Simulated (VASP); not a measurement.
Input of a VASP 6.6.1 run:

POSCAR

```
InAs
1.0
    0.0000000000      2.7338947002      2.7338947002
    2.7338947002      0.0000000000      2.7338947002
    2.7338947002      2.7338947002      0.0000000000
In As
1 1
Direct
    0.0000000000      0.0000000000      0.0000000000
    0.5000000000      0.5000000000      0.5000000000
```

The input INCAR.step1:

```
ALGO = Normal ; EDIFF = 1E-5
EDIFFG = -0.005 ; ENCUT = 550
GGA = PE ; GGA_COMPAT = F
IBRION = 2 ; ISIF = 3
ISMEAR = -1 ; LASPH = T
LCHARG = F ; LREAL = F
LWAVE = T ; NELM = 120
NELMIN = 4 ; NSW = 100
PREC = Accurate ; SIGMA = 0.05
```

The input INCAR.step2:

```
ALGO = Normal ; EDIFF = 1E-7
EDIFFG = -0.005 ; ENCUT = 550
GGA_COMPAT = F ; IBRION = 2
ISIF = 3 ; ISMEAR = -1
ISTART = 1 ; LASPH = T
LCHARG = F ; LMIXTAU = T
LREAL = F ; LWAVE = F
METAGGA = R2SCAN ; NELM = 120
NELMIN = 4 ; NSW = 60
PREC = Accurate ; SIGMA = 0.05
```

File KPOINTS:

```
k-points
0
Gamma
  13 13 13
```

Potentials or basis: VASP PAW PBE potentials, release 64 (In_d, As).

The run is started by

```console
$ cat potpaw_PBE.64/In_d/POTCAR potpaw_PBE.64/As/POTCAR > POTCAR
$ cp INCAR.step1 INCAR
$ mpirun -np 1 vasp_std > vasp.out
$ cp INCAR.step2 INCAR
$ mpirun -np 1 vasp_std > vasp.out
```

Problem. Estimate the space group after relaxing (to 0.1 Å).

Solution. Fm-3m (No. 225).

Problem. What does it give for the relaxed volume?

Solution. 23.00 Å³/atom.

Problem. What does it give for the band gap on the k mesh?

Solution. Zero (bands 9 and 10 overlap by 2.76 eV).

The path:
```
step  energy change (eV)  largest force (eV/Å)  pressure (GPa)  volume (Å³)
   1              0.0000                0.0000           11.27        40.87
   2             -0.0942                0.0000           -4.87        49.97
   3             -0.1600                0.0000           -0.02        45.99
```

Caveat: the PAW data sets were made with another functional, which shifts forces and pressure a little; spin-orbit coupling is left out, which moves the levels of the heavy elements.
